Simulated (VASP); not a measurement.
A run of VASP 6.6.1:

INCAR

```
SYSTEM = Al2Au
PREC = Accurate
ENCUT = 520
EDIFF = 1E-6
ISMEAR = 0
SIGMA = 0.1
LREAL = .FALSE.
LASPH = .TRUE.
NELM = 60
ALGO = Fast
ISIF = 2
LWAVE = .FALSE.
LCHARG = .FALSE.
GGA = PE
NBANDS = 16
```

The input KPOINTS:

```
Automatic mesh
0
G
  10 10 10
  0 0 0
```

Contents of POSCAR:

```
Al2Au
1.0
    0.0000000000      3.0000000000      3.0000000000
    3.0000000000      0.0000000000      3.0000000000
    3.0000000000      3.0000000000      0.0000000000
Al Au
2 1
Direct
    0.2500000000      0.2500000000      0.2500000000
    0.7982833333      0.6971300000      0.7366700000
    0.0000000000      0.0000000000      0.0000000000
```

Potentials or basis: VASP PAW PBE potentials, release 64 (Al, Au).

The run is started by

```sh
$ cat potpaw_PBE.64/Al/POTCAR potpaw_PBE.64/Au/POTCAR > POTCAR
$ mpirun -np 1 vasp_std > vasp.out
```

Hardware: 1 thread of AMD EPYC 7R43 64-Core Processor (Zen 3) (shared host).

Task: Estimate the wall time of this run.

Result: Wall time 6.7 min on 1 thread of AMD EPYC 7R43 64-Core Processor (Zen 3), on a shared host, peak memory 0.48 GiB. Counts: scf iterations 14, k points 504.
